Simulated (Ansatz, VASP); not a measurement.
# Two plane-wave programs on Si

```
CELL_PARAMETERS angstrom
4.97570 0.00000 0.00000
0.00000 5.96252 0.00000
0.00000 0.00000 3.58629
ATOMIC_POSITIONS crystal
Si 0.50000 0.00000 0.00000
Si 0.00000 0.50000 0.50000
Si 0.31090 0.62301 0.00000
Si 0.68910 0.37699 0.00000
Si 0.81090 0.87699 0.50000
Si 0.18910 0.12301 0.50000
```

Alike in both runs: functional PBE; k mesh 4 × 4 × 6; occupations gaussian, width 0.1 eV; no spin polarisation.

Ansatz relaxed the structure, and its values are those at the end. VASP's run is a single point on that final structure, the one shown.

|  | VASP | Ansatz |
| --- | --- | --- |
| version | VASP 6.6.1 | Ansatz 0.2.0 |
| potentials or method | VASP PAW PBE potentials, release 64 (Si), cutoff 520 eV | scalar-relativistic, plane waves, PAW |
| valence electrons in the cell | 24 | 24 |

|  | VASP | Ansatz | Ansatz less VASP |
| --- | --- | --- | --- |
| gap on the k mesh at the Fermi level (eV) | none | none | - |
| pressure (GPa) | 0.0 | 0.0 | +0.07 |
| rms of the force components (eV/Å) | 0.014 | 0.014 | +0.0007 |

A gap of «none» marks a metal or a gap that the smearing closes. With one functional, cell and mesh, what is left measures potentials, basis and numerics.
